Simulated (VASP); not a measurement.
# Au (Cmcm) in VASP: single point with PBEsol

Aim: the single point of Au with PBEsol.

Program: VASP 6.6.1. These are calculated values, not measurements. Logs are shortened: lines on timing, memory, paths and dates and some standing lists are left out, and cuts for length are marked.

### 1 The cell of the first run

It takes space group Cmcm (No. 63, orthorhombic). Conventional cell: a = 2.795 Å, b = 5.062 Å, c = 4.991 Å, α = 90.00°, β = 90.00°, γ = 90.00°. Within 3.7 Å of Au (site symmetry m2m) lie 12 Au at 2.79 to 3.00 Å.

### 2 Single point, PBEsol (z stretched by +2 % at fixed volume)

INCAR

```
PREC = Accurate
ENCUT = 520
EDIFF = 1E-6
ISMEAR = -1
SIGMA = 0.08
LREAL = False
LASPH = True
NELM = 100
ALGO = Normal
ISIF = 2
LWAVE = False
LCHARG = False
GGA = PS
NBANDS = 18
```

KPOINTS

```
regular mesh
0
Gamma
  15 15 8
```

POSCAR

```
Au
1.0
    1.3974050943     -2.5307508048      0.0000000000
    1.3974050943      2.5307508048      0.0000000000
    0.0000000000      0.0000000000      4.9910330022
Au
2
Direct
    0.6653279700      0.3346720300      0.7500000000
    0.3346720300      0.6653279700      0.2500000000
```

Potentials or basis: VASP PAW PBE potentials, release 64 (Au).

Started as:

```sh
> cat potpaw_PBE.64/Au/POTCAR > POTCAR
> mpirun -np 1 vasp_std > vasp.out
```

OUTCAR:

```text
PREC = Accurate
   ENCUT = 520
   EDIFF = 1E-6
   ISMEAR = -1
   LREAL = False
   LASPH = True
   NELM = 100
   ISIF = 2
   GGA = PS

 ion  position               nearest neighbor table
   1  0.665  0.335  0.750-   2 2.99   2 2.99   2 2.99   2 2.99   2 3.00   2 3.00
   2  0.335  0.665  0.250-   1 2.99   1 2.99   1 2.99   1 2.99   1 3.00   1 3.00

  LATTYP: Found a base centered orthorhombic cell.
 ALAT       =     2.7948101886
 B/A-ratio  =     1.8110359087
 C/A-ratio  =     1.7858218145

  Lattice vectors:

 A1 = (   1.3974050943,  -2.5307508048,   0.0000000000)
 A2 = (   1.3974050943,   2.5307508048,   0.0000000000)
 A3 = (   0.0000000000,   0.0000000000,   4.9910330022)

Analysis of symmetry for initial positions (statically):
=====================================================================
 Subroutine PRICEL returns:
 Original cell was already a primitive cell.

 Routine SETGRP: Setting up the symmetry group for a
 base centered orthorhombic supercell.

 Subroutine GETGRP returns: Found  8 space group operations
 (whereof  4 operations were pure point group operations)
 out of a pool of  8 trial point group operations.

The static configuration has the point symmetry C_2h.
 The point group associated with its full space group is D_2h.

Analysis of symmetry for dynamics (positions and initial velocities):
=====================================================================
 Subroutine PRICEL returns:
 Original cell was already a primitive cell.

 Routine SETGRP: Setting up the symmetry group for a
 base centered orthorhombic supercell.

 Subroutine GETGRP returns: Found  8 space group operations
 (whereof  4 operations were pure point group operations)
 out of a pool of  8 trial point group operations.

The dynamic configuration has the point symmetry C_2h.
 The point group associated with its full space group is D_2h.

 Subroutine INISYM returns: Found  8 space group operations
 (whereof  4 operations are pure point group operations),
 and found     1 'primitive' translations

----------------------------------------------------------------------------------------

                                     Primitive cell

  volume of cell :      35.3014

  direct lattice vectors                    reciprocal lattice vectors
     1.397405094 -2.530750805  0.000000000     0.357806052 -0.197569828  0.000000000
     1.397405094  2.530750805  0.000000000     0.357806052  0.197569828  0.000000000
     0.000000000  0.000000000  4.991033002     0.000000000  0.000000000  0.200359324

  length of vectors
     2.890923837  2.890923837  4.991033002     0.408728526  0.408728526  0.200359324

  position of ions in fractional coordinates (direct lattice)
     0.665327970  0.334672030  0.750000000
     0.334672030  0.665327970  0.250000000

  ion indices of the primitive-cell ions
   primitive index   ion index
                 1           1
                 2           2

----------------------------------------------------------------------------------------

 KPOINTS: regular mesh

Automatic generation of k-mesh.
 Grid dimensions read from file:
 generate k-points for:   15   15    8

 Generating k-lattice:

  Cartesian coordinates                     Fractional coordinates (reciprocal lattice)
     0.023853737 -0.013171322  0.000000000     0.066666667  0.000000000  0.000000000
     0.023853737  0.013171322  0.000000000     0.000000000  0.066666667  0.000000000
     0.000000000  0.000000000  0.025044916     0.000000000  0.000000000  0.125000000

  Length of vectors
     0.027248568  0.027248568  0.025044916

  Shift w.r.t. Gamma in fractional coordinates (k-lattice)
     0.000000000  0.000000000  0.000000000

 Subroutine IBZKPT returns following result:
 ===========================================

 Found    320 irreducible k-points:

 Following reciprocal coordinates:
            Coordinates               Weight
  0.000000  0.000000  0.000000      1.000000
  0.066667 -0.000000  0.000000      4.000000
  0.133333  0.000000  0.000000      4.000000
  0.200000  0.000000  0.000000      4.000000
  0.266667  0.000000  0.000000      4.000000
  0.333333  0.000000  0.000000      4.000000
[... 16 lines left out ...]
  0.133333  0.133333  0.000000      2.000000
  0.200000  0.133333  0.000000      4.000000
 [... further k-points ...]
   k-points           NKPTS =    320   k-points in BZ     NKDIM =    320   number of bands    NBANDS=     18
   number of dos      NEDOS =    301   number of ions     NIONS =      2
   total plane-waves  NPLWV =  23040
   dimension x,y,z NGX =    24 NGY =   24 NGZ =   40
   dimension x,y,z NGXF=    48 NGYF=   48 NGZF=   80
   ions per type =               2
   NGX,Y,Z   is equivalent  to a cutoff of  13.80, 13.80, 13.32 a.u.
   NGXF,Y,Z  is equivalent  to a cutoff of  27.60, 27.60, 26.65 a.u.
 SYSTEM =  unknown system
   PREC   = accura    normal or accurate (medium, high low for compatibility)
   ISTART =      0    job   : 0-new  1-cont  2-samecut
   ICHARG =      2    charge: 1-file 2-atom 10-const
   ISPIN  =      1    spin polarized calculation?
   LNONCOLLINEAR =      F non collinear calculations
   LSORBIT =      F    spin-orbit coupling
   LASPH  =      T    aspherical Exc in radial PAW
   ENCUT  =  520.0 eV  38.22 Ry    6.18 a.u.   5.38  5.38  9.28*2*pi/ulx,y,z
   NELM   =    100;   NELMIN=  2; NELMDL= -5     # of ELM steps
   EDIFF  = 0.1E-05   stopping-criterion for ELM
   LREAL  =      F    real-space projection
   EDIFFG = 0.1E-04   stopping-criterion for IOM
   NSW    =      0    number of steps for IOM
   IBRION =     -1    ionic relax: 0-MD 1-quasi-New 2-CG
   NFREE  =      0    steps in history (QN), initial steepest desc. (CG)
   ISIF   =      2    stress and relaxation
   ISYM   =      2    0-nonsym 1-usesym 2-fastsym
   POTIM  = 0.5000    time-step for ionic-motion
   TEBEG  =    0.0;   TEEND  =   0.0 temperature during run
   PSTRESS=    0.0 pullay stress
   NELECT =      22.0000    total number of electrons
   NUPDOWN=      -1.0000    fix difference up-down
   EMIN   =  10.00;   EMAX   =-10.00  energy-range for DOS
   EFERMI =   0.00;   METHOD = LEGACY
   ISMEAR =    -1;   SIGMA  =   0.08  broadening in eV -4-tet -1-fermi 0-gaus
   EFERMI_NEDOS =   21; number of points for ismear=-14 and -15
   IALGO  =     38    algorithm
   IMIX   =      4    mixing-type and parameters
     AMIX     =   0.40;   BMIX     =  1.00
     AMIX_MAG =   1.60;   BMIX_MAG =  1.00
  volume/ion in A,a.u.               =      17.65       119.11
  Fermi-wavevector in a.u.,A,eV,Ry     =   1.398358  2.642513 26.604898  1.955405
  Thomas-Fermi vector in A             =   2.521524
   LORBIT       =      0    0 simple, 1 ext, 2 COOP (PROOUT), +10 PAW based schemes
   GGA     = PS    functional components
   LHFCALC =     F    Hartree Fock is set to
   AEXX    =    0.0000 exact exchange contribution
   IVDW    =     0    specifies the selected vdW correction
   LEPSILON=     F    determine dielectric tensor
   LRPA    =     F    only Hartree local field effects (RPA)
 non-spin polarized calculation
  energy-cutoff  :      520.00
  volume of cell :       35.30
 maximum number of plane-waves:       969
 NGX is ok and might be reduce to    24
   NGX = 11   NGY = 11   NGZ = 19

 number of electron      21.9999999 magnetization

 Free energy of the ion-electron system (eV)
  ---------------------------------------------------
  ext. energy  EPLUGINS =         0.00000000
  ---------------------------------------------------
  free energy    TOTEN  =        -7.80164541 eV

  energy without entropy =       -7.78967450  energy(sigma->0) =       -7.79565995

 E-fermi :   8.6561     XC(G=0): -12.6728

 val. band max:        8.6451378756   @ k =   0.3333   0.1333   0.3750
 cond. band min:       8.6680657665   @ k =  -0.4000   0.0667   0.3750
 fundamental gap:      0.0229278909
 Fermi energy:         8.6561405393

 k-point     1 :       0.0000    0.0000    0.0000
  band No.  band energies     occupation
      1      -0.8587      2.00000
      2       1.4476      2.00000
      3       3.8012      2.00000
      4       3.9860      2.00000
      5       4.2776      2.00000
      6       4.5857      2.00000
[... 10 lines left out ...]
     17      27.0210      0.00000
     18      27.9884      0.00000

 k-point     2 :       0.0667   -0.0000    0.0000
  band No.  band energies     occupation
      1      -0.7117      2.00000
      2       1.5775      2.00000
      3       3.8185      2.00000
      4       4.0710      2.00000
      5       4.3278      2.00000
      6       4.5727      2.00000
[... 10 lines left out ...]
     17      26.3589      0.00000
     18      27.0105      0.00000

 k-point     3 :       0.1333    0.0000    0.0000
  band No.  band energies     occupation
      1      -0.2847      2.00000
      2       1.9341      2.00000
      3       3.8054      2.00000
      4       4.2727      2.00000
      5       4.3746      2.00000
      6       4.6523      2.00000
[... 10 lines left out ...]
     17      25.3446      0.00000
     18      26.8806      0.00000

 k-point     4 :       0.2000    0.0000    0.0000
  band No.  band energies     occupation
      1       0.3705      2.00000
      2       2.3719      2.00000
      3       3.7531      2.00000
      4       4.1614      2.00000
      5       4.1687      2.00000
      6       4.6866      2.00000
[... 10 lines left out ...]
     17      25.3052      0.00000
     18      25.7435      0.00000

 k-point     5 :       0.2667    0.0000    0.0000
  band No.  band energies     occupation
      1       1.1293      2.00000
      2       2.5496      2.00000
      3       3.5643      2.00000
      4       3.9502      2.00000
      5       4.0714      2.00000
      6       4.7824      2.00000
[... 10 lines left out ...]
     17      24.5526      0.00000
     18      25.4247      0.00000

 k-point     6 :       0.3333    0.0000    0.0000
  band No.  band energies     occupation
      1       1.7463      2.00000
      2       2.4175      2.00000
      3       3.1052      2.00000
      4       4.1160      2.00000
      5       4.5120      2.00000
      6       4.5613      2.00000
[... 10 lines left out ...]
     17      22.2853      0.00000
     18      24.5169      0.00000

 k-point     7 :       0.4000    0.0000    0.0000
  band No.  band energies     occupation
      1       2.0249      2.00000
      2       2.2410      2.00000
      3       2.7955      2.00000
      4       4.3857      2.00000
      5       4.4417      2.00000
      6       4.5875      2.00000
[... 10 lines left out ...]
     17      21.0751      0.00000
     18      23.7825      0.00000

 k-point     8 :       0.4667    0.0000    0.0000
  band No.  band energies     occupation
      1       2.0806      2.00000
      2       2.1427      2.00000
      3       2.6397      2.00000
      4       4.2905      2.00000
      5       4.5206      2.00000
      6       4.7099      2.00000
[... 10 lines left out ...]
     17      20.2085      0.00000
     18      23.4041      0.00000
[... 229 lines left out ...]
     17      25.6790      0.00000
     18      25.8388      0.00000

 k-point    20 :      -0.2000    0.0667    0.0000
  band No.  band energies     occupation
      1       0.0899      2.00000
      2       2.2108      2.00000
      3       3.6296      2.00000
      4       4.1730      2.00000
      5       4.3654      2.00000
      6       4.4749      2.00000
[... 10 lines left out ...]
     17      25.8636      0.00000
     18      26.2149      0.00000

 k-point    21 :      -0.1333    0.0667    0.0000
  band No.  band energies     occupation
      1      -0.4482      2.00000
      2       1.7906      2.00000
      3       3.7107      2.00000
      4       4.0962      2.00000
      5       4.2814      2.00000
      6       4.7764      2.00000
[... 10 lines left out ...]
     17      26.4255      0.00000
     18      26.5601      0.00000

 k-point    22 :      -0.0667    0.0667    0.0000
  band No.  band energies     occupation
      1      -0.7242      2.00000
      2       1.5600      2.00000
      3       3.7515      2.00000
      4       4.0174      2.00000
      5       4.2641      2.00000
      6       4.6703      2.00000
[... 10 lines left out ...]
     17      26.6258      0.00000
     18      27.2126      0.00000

 k-point    23 :       0.1333    0.1333    0.0000
  band No.  band energies     occupation
      1       0.7840      2.00000
      2       2.6894      2.00000
      3       3.5923      2.00000
      4       3.8910      2.00000
      5       4.2047      2.00000
      6       4.6197      2.00000
[... 10 lines left out ...]
     17      25.5938      0.00000
     18      26.5998      0.00000

 k-point    24 :       0.2000    0.1333    0.0000
  band No.  band energies     occupation
      1       1.5437      2.00000
      2       2.9304      2.00000
      3       3.4271      2.00000
      4       3.5276      2.00000
      5       4.1210      2.00000
      6       4.3584      2.00000
[... 10 lines left out ...]
     17      24.6566      0.00000
     18      24.9850      0.00000

 [... further k-points ...]
[... 5 lines left out ...]
  --------------------------------------------------------------------------------------
  -------------------------------------------------------------------------------------
  Total       -0.3013545     -1.3380164     -1.6885067      0.0000000      0.0000000      0.0000000
  in kB      -13.6771673    -60.7267249    -76.6339522      0.0000000      0.0000000      0.0000000
  external PRESSURE =     -50.3459481 kB  Pullay stress =       0.0000000 kB

 VOLUME and BASIS-vectors are now :
 -----------------------------------------------------------------------------
  energy-cutoff  :      520.00
  volume of cell :       35.30
      direct lattice vectors                 reciprocal lattice vectors
     1.397405094 -2.530750805  0.000000000     0.357806052 -0.197569828  0.000000000
     1.397405094  2.530750805  0.000000000     0.357806052  0.197569828  0.000000000
     0.000000000  0.000000000  4.991033002     0.000000000  0.000000000  0.200359324

 POSITION                                       TOTAL-FORCE (eV/Angst)
 -----------------------------------------------------------------------------------
      1.39741     -0.83681      3.74327         0.000000      0.007203      0.000000
      1.39741      0.83681      1.24776         0.000000     -0.007203     -0.000000
 -----------------------------------------------------------------------------------
    total drift:                               -0.000000     -0.000000     -0.000000

  FREE ENERGIE OF THE ION-ELECTRON SYSTEM (eV)
  ---------------------------------------------------
  free  energy   TOTEN  =        -7.8016454050 eV

  energy  without entropy=       -7.7896744963  energy(sigma->0) =       -7.79565995
```

Wall time 87 s (1 thread of Intel Xeon Platinum 8375C at 2.90GHz (Ice Lake), shared host); peak memory 0.29 GiB.

What came out:

```yaml
Free_energy: -7.8016 eV
Pressure: -5.0 GPa
Largest_force: 0.007 eV/Å
Band_gap_on_the_k_mesh: zero (band 11 reaches 12.75 eV, above the bottom of band 12 at 6.22 eV)
```

Forces on the atoms (eV/Å):
```
Au   0.000  0.007  0.000
Au   0.000 -0.007  0.000
```

Levels at points of the mesh, in eV from the Fermi level:
| k point | band 8 | band 9 | band 10 | band 11 | band 12 | band 13 | band 14 | band 15 |
| --- | --- | --- | --- | --- | --- | --- | --- | --- |
| (0.00, 0.00, 0.00) | -3.30 | -3.12 | -2.14 | -2.05 | -1.25 | 2.06 | 14.75 | 14.97 |
| (0.00, 0.00, 0.50) | -4.09 | -2.58 | -2.58 | -2.43 | -2.43 | 9.56 | 9.56 | 15.08 |

Caveat: the PAW data sets were made with another functional, which shifts forces and pressure a little; spin-orbit coupling is left out, which moves the levels of the heavy elements.
